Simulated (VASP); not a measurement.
# GeW in VASP: notebook

The runs below take GeW through single point, with PBE.

Program: VASP 6.6.1. These are calculated values, not measurements. Logs are shortened: lines on timing, memory, paths and dates and some standing lists are left out, and cuts for length are marked.

## 1. The cell of the first run

The typed cell holds 2 atoms: a = 3.645 Å, b = 3.645 Å, c = 3.645 Å, α = 60.00°, β = 60.00°, γ = 60.00°.

## 2. Single point, PBE (atoms moved at random)

File INCAR:

```
  PREC = Accurate
  ENCUT = 520
  EDIFF = 1E-6
  ISMEAR = -1
  SIGMA = 0.05
  LREAL = F
  LASPH = T
  NELM = 100
  ALGO = Normal
  ISIF = 2
  LWAVE = F
  LCHARG = F
  GGA = PE
  NBANDS = 21
```

File KPOINTS:

```
regular mesh
0
Gamma
  9 9 9
```

File POSCAR:

```
GeW
1.0
    0.0000000000      2.5776100000      2.5776100000
    2.5776100000      0.0000000000      2.5776100000
    2.5776100000      2.5776100000      0.0000000000
Ge W
1 1
Direct
    0.5060030000      0.4819250000      0.5102550000
    0.0156990000     -0.0012210000     -0.0085860000
```

Potentials or basis: VASP PAW PBE potentials, release 64 (Ge_d, W_sv).

Started as:

```
cat potpaw_PBE.64/Ge_d/POTCAR potpaw_PBE.64/W_sv/POTCAR > POTCAR
mpirun -np 1 vasp_std > vasp.out
```

OUTCAR:

```text
PREC = Accurate
   ENCUT = 520
   EDIFF = 1E-6
   ISMEAR = -1
   LREAL = F
   LASPH = T
   NELM = 100
   ISIF = 2
   GGA = PE

 ion  position               nearest neighbor table
   1  0.506  0.482  0.510-   2 2.51   2 2.55   2 2.57   2 2.58   2 2.60   2 2.65
   2  0.016  0.999  0.991-   1 2.51   1 2.55   1 2.57   1 2.58   1 2.60   1 2.65

  LATTYP: Found a face centered cubic cell.
 ALAT       =     5.1552200000

  Lattice vectors:

 A1 = (   0.0000000000,   2.5776100000,   2.5776100000)
 A2 = (   2.5776100000,   0.0000000000,   2.5776100000)
 A3 = (   2.5776100000,   2.5776100000,   0.0000000000)

Analysis of symmetry for initial positions (statically):
=====================================================================
 Subroutine PRICEL returns:
 Original cell was already a primitive cell.

 Routine SETGRP: Setting up the symmetry group for a
 face centered cubic supercell.

 Subroutine GETGRP returns: Found  1 space group operations
 (whereof  1 operations were pure point group operations)
 out of a pool of 48 trial point group operations.

The static configuration has the point symmetry C_1 .

Analysis of symmetry for dynamics (positions and initial velocities):
=====================================================================
 Subroutine PRICEL returns:
 Original cell was already a primitive cell.

 Routine SETGRP: Setting up the symmetry group for a
 face centered cubic supercell.

 Subroutine GETGRP returns: Found  1 space group operations
 (whereof  1 operations were pure point group operations)
 out of a pool of 48 trial point group operations.

The dynamic configuration has the point symmetry C_1 .

 Subroutine INISYM returns: Found  1 space group operations
 (whereof  1 operations are pure point group operations),
 and found     1 'primitive' translations

----------------------------------------------------------------------------------------

                                     Primitive cell

  volume of cell :      34.2517

  direct lattice vectors                    reciprocal lattice vectors
     0.000000000  2.577610000  2.577610000    -0.193978143  0.193978143  0.193978143
     2.577610000  0.000000000  2.577610000     0.193978143 -0.193978143  0.193978143
     2.577610000  2.577610000  0.000000000     0.193978143  0.193978143 -0.193978143

  length of vectors
     3.645291021  3.645291021  3.645291021     0.335979998  0.335979998  0.335979998

  position of ions in fractional coordinates (direct lattice)
     0.506003000  0.481925000  0.510255000
     0.015699000  0.998779000  0.991414000

  ion indices of the primitive-cell ions
   primitive index   ion index
                 1           1
                 2           2

----------------------------------------------------------------------------------------

 KPOINTS: regular mesh

Automatic generation of k-mesh.
 Grid dimensions read from file:
 generate k-points for:    9    9    9

 Generating k-lattice:

  Cartesian coordinates                     Fractional coordinates (reciprocal lattice)
    -0.021553127  0.021553127  0.021553127     0.111111111  0.000000000  0.000000000
     0.021553127 -0.021553127  0.021553127     0.000000000  0.111111111  0.000000000
     0.021553127  0.021553127 -0.021553127     0.000000000  0.000000000  0.111111111

  Length of vectors
     0.037331111  0.037331111  0.037331111

  Shift w.r.t. Gamma in fractional coordinates (k-lattice)
     0.000000000  0.000000000  0.000000000

 Subroutine IBZKPT returns following result:
 ===========================================

 Found    365 irreducible k-points:

 Following reciprocal coordinates:
            Coordinates               Weight
  0.000000  0.000000  0.000000      1.000000
  0.111111  0.000000  0.000000      2.000000
  0.000000  0.111111  0.000000      2.000000
  0.000000  0.000000  0.111111      2.000000
  0.111111  0.111111  0.111111      2.000000
  0.222222  0.000000  0.000000      2.000000
[... 16 lines left out ...]
  0.111111  0.000000  0.222222      2.000000
  0.111111  0.111111 -0.111111      2.000000
 [... further k-points ...]
   k-points           NKPTS =    365   k-points in BZ     NKDIM =    365   number of bands    NBANDS=     21
   number of dos      NEDOS =    301   number of ions     NIONS =      2
   total plane-waves  NPLWV =  21952
   dimension x,y,z NGX =    28 NGY =   28 NGZ =   28
   dimension x,y,z NGXF=    56 NGYF=   56 NGZF=   56
   ions per type =               1   1
   NGX,Y,Z   is equivalent  to a cutoff of  12.77, 12.77, 12.77 a.u.
   NGXF,Y,Z  is equivalent  to a cutoff of  25.54, 25.54, 25.54 a.u.
 SYSTEM =  unknown system
   PREC   = accura    normal or accurate (medium, high low for compatibility)
   ISTART =      0    job   : 0-new  1-cont  2-samecut
   ICHARG =      2    charge: 1-file 2-atom 10-const
   ISPIN  =      1    spin polarized calculation?
   LNONCOLLINEAR =      F non collinear calculations
   LSORBIT =      F    spin-orbit coupling
   LASPH  =      T    aspherical Exc in radial PAW
   ENCUT  =  520.0 eV  38.22 Ry    6.18 a.u.   6.78  6.78  6.78*2*pi/ulx,y,z
   NELM   =    100;   NELMIN=  2; NELMDL= -5     # of ELM steps
   EDIFF  = 0.1E-05   stopping-criterion for ELM
   LREAL  =      F    real-space projection
   EDIFFG = 0.1E-04   stopping-criterion for IOM
   NSW    =      0    number of steps for IOM
   IBRION =     -1    ionic relax: 0-MD 1-quasi-New 2-CG
   NFREE  =      0    steps in history (QN), initial steepest desc. (CG)
   ISIF   =      2    stress and relaxation
   ISYM   =      2    0-nonsym 1-usesym 2-fastsym
   POTIM  = 0.5000    time-step for ionic-motion
   TEBEG  =    0.0;   TEEND  =   0.0 temperature during run
   PSTRESS=    0.0 pullay stress
   NELECT =      28.0000    total number of electrons
   NUPDOWN=      -1.0000    fix difference up-down
   EMIN   =  10.00;   EMAX   =-10.00  energy-range for DOS
   EFERMI =   0.00;   METHOD = LEGACY
   ISMEAR =    -1;   SIGMA  =   0.05  broadening in eV -4-tet -1-fermi 0-gaus
   EFERMI_NEDOS =   21; number of points for ismear=-14 and -15
   IALGO  =     38    algorithm
   IMIX   =      4    mixing-type and parameters
     AMIX     =   0.40;   BMIX     =  1.00
     AMIX_MAG =   1.60;   BMIX_MAG =  1.00
  volume/ion in A,a.u.               =      17.13       115.57
  Fermi-wavevector in a.u.,A,eV,Ry     =   1.530736  2.892672 31.880529  2.343153
  Thomas-Fermi vector in A             =   2.638178
   LORBIT       =      0    0 simple, 1 ext, 2 COOP (PROOUT), +10 PAW based schemes
   GGA     = PE    functional components
   LHFCALC =     F    Hartree Fock is set to
   AEXX    =    0.0000 exact exchange contribution
   IVDW    =     0    specifies the selected vdW correction
   LEPSILON=     F    determine dielectric tensor
   LRPA    =     F    only Hartree local field effects (RPA)
 non-spin polarized calculation
  energy-cutoff  :      520.00
  volume of cell :       34.25
 maximum number of plane-waves:       944
   NGX = 13   NGY = 13   NGZ = 13

 number of electron      28.0000001 magnetization

 Free energy of the ion-electron system (eV)
  ---------------------------------------------------
  ext. energy  EPLUGINS =         0.00000000
  ---------------------------------------------------
  free energy    TOTEN  =       -15.69214242 eV

  energy without entropy =      -15.66848134  energy(sigma->0) =      -15.68031188

 E-fermi :   9.0541     XC(G=0): -12.4172

 val. band max:        9.0537792045   @ k =   0.3333   0.2222   0.3333
 cond. band min:       9.0546549813   @ k =   0.0000   0.3333   0.1111
 fundamental gap:      0.0008757768
 Fermi energy:         9.0540565626

 k-point     1 :       0.0000    0.0000    0.0000
  band No.  band energies     occupation
      1     -65.4368      2.00000
      2     -29.6279      2.00000
      3     -29.6245      2.00000
      4     -29.6241      2.00000
      5     -15.3996      2.00000
      6     -15.3985      2.00000
[... 13 lines left out ...]
     20      17.2611      0.00000
     21      24.1716      0.00000

 k-point     2 :       0.1111    0.0000    0.0000
  band No.  band energies     occupation
      1     -65.4363      2.00000
      2     -29.6377      2.00000
      3     -29.6288      2.00000
      4     -29.6265      2.00000
      5     -15.3952      2.00000
      6     -15.3942      2.00000
[... 13 lines left out ...]
     20      17.7156      0.00000
     21      21.9094      0.00000

 k-point     3 :       0.0000    0.1111    0.0000
  band No.  band energies     occupation
      1     -65.4363      2.00000
      2     -29.6380      2.00000
      3     -29.6284      2.00000
      4     -29.6265      2.00000
      5     -15.3952      2.00000
      6     -15.3942      2.00000
[... 13 lines left out ...]
     20      17.7140      0.00000
     21      21.9142      0.00000

 k-point     4 :       0.0000    0.0000    0.1111
  band No.  band energies     occupation
      1     -65.4363      2.00000
      2     -29.6381      2.00000
      3     -29.6283      2.00000
      4     -29.6265      2.00000
      5     -15.3952      2.00000
      6     -15.3942      2.00000
[... 13 lines left out ...]
     20      17.7134      0.00000
     21      21.9161      0.00000

 k-point     5 :       0.1111    0.1111    0.1111
  band No.  band energies     occupation
      1     -65.4363      2.00000
      2     -29.6376      2.00000
      3     -29.6289      2.00000
      4     -29.6265      2.00000
      5     -15.3952      2.00000
      6     -15.3942      2.00000
[... 13 lines left out ...]
     20      17.7159      0.00000
     21      21.9085      0.00000

 k-point     6 :       0.2222    0.0000    0.0000
  band No.  band energies     occupation
      1     -65.4354      2.00000
      2     -29.6678      2.00000
      3     -29.6345      2.00000
      4     -29.6320      2.00000
      5     -15.3844      2.00000
      6     -15.3833      2.00000
[... 13 lines left out ...]
     20      19.5527      0.00000
     21      20.6708      0.00000

 k-point     7 :       0.0000    0.2222    0.0000
  band No.  band energies     occupation
      1     -65.4354      2.00000
      2     -29.6681      2.00000
      3     -29.6341      2.00000
      4     -29.6320      2.00000
      5     -15.3843      2.00000
      6     -15.3833      2.00000
[... 13 lines left out ...]
     20      19.5572      0.00000
     21      20.6734      0.00000
[... 291 lines left out ...]
      1     -65.4363      2.00000
      2     -29.6373      2.00000
      3     -29.6323      2.00000
      4     -29.6285      2.00000
      5     -15.3979      2.00000
      6     -15.3898      2.00000
[... 13 lines left out ...]
     20      18.1688      0.00000
     21      21.7494      0.00000

 k-point    21 :       0.2222    0.1111    0.0000
  band No.  band energies     occupation
      1     -65.4355      2.00000
      2     -29.6617      2.00000
      3     -29.6346      2.00000
      4     -29.6340      2.00000
      5     -15.3918      2.00000
      6     -15.3813      2.00000
[... 13 lines left out ...]
     20      19.1836      0.00000
     21      20.0942      0.00000

 k-point    22 :       0.0000    0.2222    0.1111
  band No.  band energies     occupation
      1     -65.4355      2.00000
      2     -29.6597      2.00000
      3     -29.6368      2.00000
      4     -29.6338      2.00000
      5     -15.3927      2.00000
      6     -15.3806      2.00000
[... 13 lines left out ...]
     20      19.2236      0.00000
     21      20.0354      0.00000

 k-point    23 :       0.1111    0.0000    0.2222
  band No.  band energies     occupation
      1     -65.4355      2.00000
      2     -29.6601      2.00000
      3     -29.6367      2.00000
      4     -29.6335      2.00000
      5     -15.3926      2.00000
      6     -15.3806      2.00000
[... 13 lines left out ...]
     20      19.2326      0.00000
     21      20.0285      0.00000

 k-point    24 :       0.1111    0.1111   -0.1111
  band No.  band energies     occupation
      1     -65.4355      2.00000
      2     -29.6621      2.00000
      3     -29.6343      2.00000
      4     -29.6340      2.00000
      5     -15.3918      2.00000
      6     -15.3812      2.00000
[... 13 lines left out ...]
     20      19.2000      0.00000
     21      20.0809      0.00000

 [... further k-points ...]
[... 5 lines left out ...]
  --------------------------------------------------------------------------------------
  -------------------------------------------------------------------------------------
  Total        0.0737674      0.1100164      0.3875125     -0.0027383      0.0370233      0.0083651
  in kB        3.4505893      5.1461977     18.1265309     -0.1280869      1.7318274      0.3912934
  external PRESSURE =       8.9077726 kB  Pullay stress =       0.0000000 kB

 VOLUME and BASIS-vectors are now :
 -----------------------------------------------------------------------------
  energy-cutoff  :      520.00
  volume of cell :       34.25
      direct lattice vectors                 reciprocal lattice vectors
     0.000000000  2.577610000  2.577610000    -0.193978143  0.193978143  0.193978143
     2.577610000  0.000000000  2.577610000     0.193978143 -0.193978143  0.193978143
     2.577610000  2.577610000  0.000000000     0.193978143  0.193978143 -0.193978143

 POSITION                                       TOTAL-FORCE (eV/Angst)
 -----------------------------------------------------------------------------------
      2.55745      2.61952      2.54649        -0.045993     -0.212004      0.634020
      5.12994      2.59594      2.61493         0.045993      0.212004     -0.634020
 -----------------------------------------------------------------------------------
    total drift:                               -0.000255     -0.000002      0.000021

  FREE ENERGIE OF THE ION-ELECTRON SYSTEM (eV)
  ---------------------------------------------------
  free  energy   TOTEN  =       -15.6921424220 eV

  energy  without entropy=      -15.6684813443  energy(sigma->0) =      -15.68031188
```

It took 2.8 min on 1 thread of Intel Xeon 6975P-C, shared host; peak memory 0.37 GiB.

What came out:

```
Free energy            : -15.6921 eV
Pressure               : 0.9 GPa
Largest force          : 0.670 eV/Å
Band gap on the k mesh : zero (band 14 reaches 9.60 eV, above the bottom of band 15 at 7.89 eV)
```

Forces in eV/Å, atoms in the order of the input:
```
Ge  -0.046 -0.212  0.634
W    0.046  0.212 -0.634
```

Levels at points of the mesh, in eV from the Fermi level:
```tsv
k point	band 10	band 11	band 12	band 13	band 14	band 15	band 16	band 17	band 18	band 19
(0.00, 0.00, 0.00)	-12.32	-1.63	-1.63	-1.60	-0.92	-0.87	2.46	2.47	2.50	7.55
```

Caveat: the cell differs from its parent crystal (atoms moved at random); spin-orbit coupling is left out, which moves the levels of the heavy elements.

## 3. Single point, PBE

File INCAR:

```
SYSTEM = GeW
ALGO     = Normal         ! electronic algorithm
EDIFF    = 1E-6           ! SCF threshold, eV
ENCUT    = 500            ! plane-wave cutoff, eV
GGA      = PE             ! functional
GGA_COMPAT= .FALSE.      
ISIF     = 2              ! what is computed and relaxed
ISMEAR   = -1             ! smearing method
LASPH    = .TRUE.         ! aspherical terms in the spheres
LCHARG   = .FALSE.        ! write CHGCAR
LREAL    = .FALSE.        ! projectors in reciprocal space
LWAVE    = .FALSE.        ! write WAVECAR
NBANDS   = 21             ! bands
NELM     = 120            ! most SCF steps
PREC     = Accurate       ! precision mode
SIGMA    = 0.03           ! smearing width, eV
```

File KPOINTS:

```
k-points
0
G
  5 5 5
  0 0 0
```

File POSCAR:

```
GeW
1.0
    0.0000000000      2.5776100000      2.5776100000
    2.5776100000      0.0000000000      2.5776100000
    2.5776100000      2.5776100000      0.0000000000
Ge W
1 1
Direct
    0.5000000000      0.5000000000      0.5000000000
    0.0000000000      0.0000000000      0.0000000000
```

Potentials or basis: VASP PAW PBE potentials, release 64 (Ge_d, W_sv).

Started as:

```
cat potpaw_PBE.64/Ge_d/POTCAR potpaw_PBE.64/W_sv/POTCAR > POTCAR
mpirun -np 1 vasp_std > vasp.out
```

It took 8.8 s on 1 thread of Intel Xeon 6975P-C, shared host; peak memory 0.16 GiB.

The run converged. Its results:

```
Free energy            : -15.6612 eV
Pressure               : 0.6 GPa
Band gap on the k mesh : zero (band 14 reaches 9.39 eV, above the bottom of band 15 at 8.16 eV)
```

Levels at points of the mesh, in eV from the Fermi level:
| k point | band 12 | band 13 | band 14 | band 15 | band 16 | band 17 |
| --- | --- | --- | --- | --- | --- | --- |
| (0.00, 0.00, 0.00) | -1.86 | -1.86 | -1.12 | -1.12 | 2.16 | 2.16 |

Caveat: the k points lie up to 0.42 Å⁻¹ apart; spin-orbit coupling is left out, which moves the levels of the heavy elements.
